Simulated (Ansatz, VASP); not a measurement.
## One calculation of BP, two programs

```
B P
1.0
     0.00000    2.08748    2.17824
     2.08748    0.00000    2.17824
     2.08748    2.08748    0.00000
B P
1 1
Cartesian
  0.0000 0.0000 0.0000
  3.1312 3.1312 3.2674
```

Change from the starting cell: strain -0.080 along x and y, -0.040 along z, atoms carried along.

Alike in both runs: task single point; functional r2SCAN; k mesh 10 × 10 × 10; occupations gaussian, width 0.05 eV; no spin polarisation.

|  | VASP | Ansatz |
| --- | --- | --- |
| version | VASP 6.6.1 | Ansatz 0.2.0 |
| potentials or method | VASP PAW PBE potentials, release 64 (B, P), cutoff 520 eV | scalar-relativistic, plane waves, PAW |
| valence electrons in the cell | 8 | 8 |

```csv
,VASP,Ansatz,Ansatz less VASP
gap on the k mesh at the Fermi level (eV),0.75,0.72,-0.033
least direct gap on the mesh (eV),3.84,3.80,-0.040
pressure (GPa),50.3,51.1,+0.83
"traceless stress, the component that is largest in VASP (GPa)",-10.14,-10.08,+0.055
```

VASP's potentials were made for PBE, not for r2SCAN. Both programs put the cell under a high pressure, so it lies far from rest at this level.
